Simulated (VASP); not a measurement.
Pt, 2 atoms in the cell. The structure is hexagonal, space group P6_3/mmc (No. 194). The conventional cell has a = 2.101 Å, b = 2.101 Å, c = 3.500 Å, α = 90.00°, β = 90.00°, γ = 120.00°. Within 2.8 Å of Pt (site symmetry -6m2) lie 12 Pt at 2.10 to 2.13 Å.  This cell differs from its parent crystal: volume scaled by 0.45.

```yaml
Program: VASP 6.6.1
Task: density of states
Functional: LDA
Potentials_or_basis: VASP PAW LDA potentials, release 64 (Pt)
Cutoff: 520 eV
k_mesh: 16 × 16 × 9
Occupations: fermi-dirac, width 0.08 eV
Spin: no spin polarisation
Dipole_correction: no
k_mesh_for_the_DOS: 24 × 24 × 14
Occupations_for_the_DOS: tetrahedron
Further_INCAR_settings: ALGO = Normal; EDIFF = 1e-06
```

Potentials or basis: VASP PAW LDA potentials, release 64 (Pt).

Launch:

```console
$ cat potpaw_LDA.64/Pt/POTCAR > POTCAR
$ cp INCAR.step1 INCAR
$ cp KPOINTS.step1 KPOINTS
$ mpirun -np 1 vasp_std > vasp.out
$ cp INCAR.step2 INCAR
$ cp KPOINTS.step2 KPOINTS
$ mpirun -np 1 vasp_std > vasp.out
```

Hardware: 1 thread of Intel(R) Xeon(R) Platinum 8375C CPU @ 2.90GHz (Ice Lake), on a shared host.

Q: How long does it take, and how much memory?

A: Wall time 49 s on 1 thread of Intel(R) Xeon(R) Platinum 8375C CPU @ 2.90GHz (Ice Lake) (shared host), peak memory 0.2 GiB. Counts: k points 488.
